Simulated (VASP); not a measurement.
# NiO (R3m) in VASP: single point with PBE

Aim: the single point of NiO with PBE.

All numbers are computed with VASP 6.6.1; they aren't measurements. Logs are shortened: lines on timing, memory, paths and dates and some standing lists are left out, and cuts for length are marked.

## 1. The cell of the first run

Symmetry: R3m, No. 160, trigonal system. Conventional cell: a = 2.949 Å, b = 2.949 Å, c = 7.223 Å, α = 90.00°, β = 90.00°, γ = 120.00°. Within 2.7 Å of Ni (site symmetry 3m) lie 6 O at 2.04 to 2.13 Å. O (site symmetry 3m) has 6 Ni at 2.04 to 2.13 Å within 2.7 Å.

## 2. Single point, PBE, collinear spin, antiferromagnetic start

File INCAR:

```
PREC = Accurate ; ENCUT = 600
EDIFF = 1E-6 ; ISMEAR = -1
SIGMA = 0.1 ; LREAL = False
LASPH = True ; NELM = 200
ALGO = Normal ; ISIF = 2
LWAVE = False ; LCHARG = False
ISPIN = 2 ; MAGMOM = 2 -2 0 0
LORBIT = 11 ; LMAXMIX = 4
GGA = PE ; NBANDS = 28
GGA_COMPAT = False
```

File KPOINTS:

```
Automatic mesh
0
Gamma
  1 1 1
```

File POSCAR:

```
NiO
1.0
    4.1700000000      2.0850000000      2.0850000000
    2.0850000000      4.1700000000      2.0850000000
    2.0850000000      2.0850000000      4.1700000000
Ni O
2 2
Direct
    0.0000000000      0.0000000000      0.0000000000
    0.5000000000      0.5000000000      0.5000000000
    0.2550000000      0.2550000000      0.2550000000
    0.7550000000      0.7550000000      0.7550000000
```

Potentials or basis: VASP PAW PBE potentials, release 64 (Ni, O).

Started as:

```
$ cat potpaw_PBE.64/Ni/POTCAR potpaw_PBE.64/O/POTCAR > POTCAR
$ mpirun -np 1 vasp_gam > vasp.out
```

OUTCAR:

```text
PREC = Accurate
   ENCUT = 600
   EDIFF = 1E-6
   ISMEAR = -1
   LREAL = False
   LASPH = True
   NELM = 200
   ISIF = 2
   ISPIN = 2
   LORBIT = 11
   GGA = PE

 ion  position               nearest neighbor table
   1  0.000  0.000  0.000-   3 2.04   3 2.04   3 2.04   4 2.13   4 2.13   4 2.13   2 2.95   2 2.95
                             2 2.95   2 2.95   2 2.95   2 2.95
   2  0.500  0.500  0.500-   4 2.04   4 2.04   4 2.04   3 2.13   3 2.13   3 2.13   1 2.95   1 2.95
                             1 2.95   1 2.95   1 2.95   1 2.95
   3  0.255  0.255  0.255-   1 2.04   1 2.04   1 2.04   2 2.13   2 2.13   2 2.13
   4  0.755  0.755  0.755-   2 2.04   2 2.04   2 2.04   1 2.13   1 2.13   1 2.13

  LATTYP: Found a trigonal (rhomboedric) cell.
 ALAT       =     5.1071861137
 COS(alpha) =     0.8333333333

  Lattice vectors:

 A1 = (   4.1700000000,   2.0850000000,   2.0850000000)
 A2 = (   2.0850000000,   4.1700000000,   2.0850000000)
 A3 = (   2.0850000000,   2.0850000000,   4.1700000000)

Analysis of symmetry for initial positions (statically):
=====================================================================
 Subroutine PRICEL returns following result:

  LATTYP: Found a face centered cubic cell.
 ALAT       =     4.1700000000
[... 12 lines left out ...]
 Subroutine GETGRP returns: Found  6 space group operations
 (whereof  6 operations were pure point group operations)
 out of a pool of 12 trial point group operations.

The static configuration has the point symmetry C_3v.

Analysis of symmetry for dynamics (positions and initial velocities):
=====================================================================
 Subroutine PRICEL returns following result:

  LATTYP: Found a face centered cubic cell.
 ALAT       =     4.1700000000
[... 12 lines left out ...]
 Subroutine GETGRP returns: Found  6 space group operations
 (whereof  6 operations were pure point group operations)
 out of a pool of 12 trial point group operations.

The dynamic configuration has the point symmetry C_3v.

Analysis of structural, dynamic, and magnetic symmetry:
=====================================================================
 Subroutine PRICEL returns following result:

  LATTYP: Found a face centered cubic cell.
 ALAT       =     4.1700000000
[... 12 lines left out ...]
 Subroutine GETGRP returns: Found  6 space group operations
 (whereof  6 operations were pure point group operations)
 out of a pool of 12 trial point group operations.

The overall configuration has the point symmetry C_3v.

 Subroutine INISYM returns: Found  6 space group operations
[... 100 lines left out ...]
   AEXX    =    0.0000 exact exchange contribution
   IVDW    =     0    specifies the selected vdW correction
   LEPSILON=     F    determine dielectric tensor
   LRPA    =     F    only Hartree local field effects (RPA)
 spin polarized calculation
  energy-cutoff  :      600.00
  volume of cell :       36.26
 maximum number of plane-waves:       610
 NGX is ok and might be reduce to    42
   NGX = 21   NGY = 21   NGZ = 21

 number of electron      32.0000005 magnetization      -0.0000000

 number of electron      32.0000005 magnetization       0.0000000

 Free energy of the ion-electron system (eV)
  ---------------------------------------------------
  ext. energy  EPLUGINS =         0.00000000
  ---------------------------------------------------
  free energy    TOTEN  =       -19.57024069 eV

  energy without entropy =      -19.56995491  energy(sigma->0) =      -19.57009780

 E-fermi :   8.6431     XC(G=0): -12.4148

 val. band max:        7.6778561676   @ k =   0.0000   0.0000   0.0000
 cond. band min:       9.6778040495   @ k =   0.0000   0.0000   0.0000
 fundamental gap:      1.9999478819
 Fermi energy:         8.6430781902

 spin component 1

 k-point     1 :       0.0000    0.0000    0.0000
  band No.  band energies     occupation
      1     -11.9383      1.00000
      2     -10.5017      1.00000
      3       0.2349      1.00000
      4       2.8934      1.00000
      5       2.8934      1.00000
      6       5.3210      1.00000
[... 20 lines left out ...]
     27      27.3874      0.00000
     28      30.0255      0.00000
 Fermi energy:         8.6430781902

 spin component 2

 k-point     1 :       0.0000    0.0000    0.0000
  band No.  band energies     occupation
      1     -11.9383      1.00000
      2     -10.5017      1.00000
      3       0.2349      1.00000
      4       2.8934      1.00000
      5       2.8934      1.00000
      6       5.3210      1.00000
[... 20 lines left out ...]
     27      27.3874      0.00000
     28      30.0255      0.00000

------------------------ aborting loop because EDIFF is reached ----------------------------------------

  FORCE on cell =-STRESS in cart. coord.  units (eV):
  Direction    XX          YY          ZZ          XY          YZ          ZX
  --------------------------------------------------------------------------------------
  -------------------------------------------------------------------------------------
  Total       -3.0346559     -3.0346559     -3.0346559      1.3234851      1.3234851      1.3234851
  in kB     -134.1040403   -134.1040403   -134.1040403     58.4859397     58.4859397     58.4859397
  external PRESSURE =    -134.1040403 kB  Pullay stress =       0.0000000 kB

 VOLUME and BASIS-vectors are now :
 -----------------------------------------------------------------------------
  energy-cutoff  :      600.00
  volume of cell :       36.26
      direct lattice vectors                 reciprocal lattice vectors
     4.170000000  2.085000000  2.085000000     0.359712230 -0.119904077 -0.119904077
     2.085000000  4.170000000  2.085000000    -0.119904077  0.359712230 -0.119904077
     2.085000000  2.085000000  4.170000000    -0.119904077 -0.119904077  0.359712230

 POSITION                                       TOTAL-FORCE (eV/Angst)
 -----------------------------------------------------------------------------------
      0.00000      0.00000      0.00000         0.592007      0.592007      0.592007
      4.17000      4.17000      4.17000         0.592007      0.592007      0.592007
      2.12670      2.12670      2.12670        -0.592007     -0.592007     -0.592007
      6.29670      6.29670      6.29670        -0.592007     -0.592007     -0.592007
 -----------------------------------------------------------------------------------
    total drift:                                0.000055      0.000055      0.000055

  FREE ENERGIE OF THE ION-ELECTRON SYSTEM (eV)
  ---------------------------------------------------
  free  energy   TOTEN  =       -19.5702406930 eV

  energy  without entropy=      -19.5699549143  energy(sigma->0) =      -19.57009780

 total charge

# of ion       s       p       d       tot
------------------------------------------
    1        0.360   0.181   8.524   9.065
    2        0.360   0.181   8.524   9.065
    3        1.425   3.592   0.000   5.017
    4        1.425   3.592   0.000   5.017
--------------------------------------------------
tot          3.571   7.545  17.049  28.164

 magnetization (x)

# of ion       s       p       d       tot
------------------------------------------
    1        0.000   0.000   0.000   0.000
    2       -0.000  -0.000  -0.000  -0.000
    3       -0.000   0.000   0.000   0.000
    4        0.000  -0.000   0.000  -0.000
--------------------------------------------------
tot          0.000   0.000   0.000   0.000
```

Run time: 29 s. Hardware: 1 thread of Intel Xeon 6975P-C, shared host; peak memory 0.3 GiB.

What came out:

| Quantity | Value |
| --- | --- |
| Free energy | -19.5702 eV |
| Pressure | -13.4 GPa |
| Largest force | 1.025 eV/Å |
| Band gap on the k mesh | 2.00 eV |
| Net moment | 0.00 μB per cell |
| Valence electrons inside the program's atomic spheres | Ni 9.06; O 5.02 |

Forces in eV/Å, atoms in the order of the input:
```
Ni   0.592  0.592  0.592
Ni   0.592  0.592  0.592
O   -0.592 -0.592 -0.592
O   -0.592 -0.592 -0.592
```

Caveat: the k points lie up to 2.50 Å⁻¹ apart; the starting moments collapsed, and a magnetic state may lie lower; forces of over 1 eV/Å act on the atoms, so gaps and moduli don't describe the material at rest.
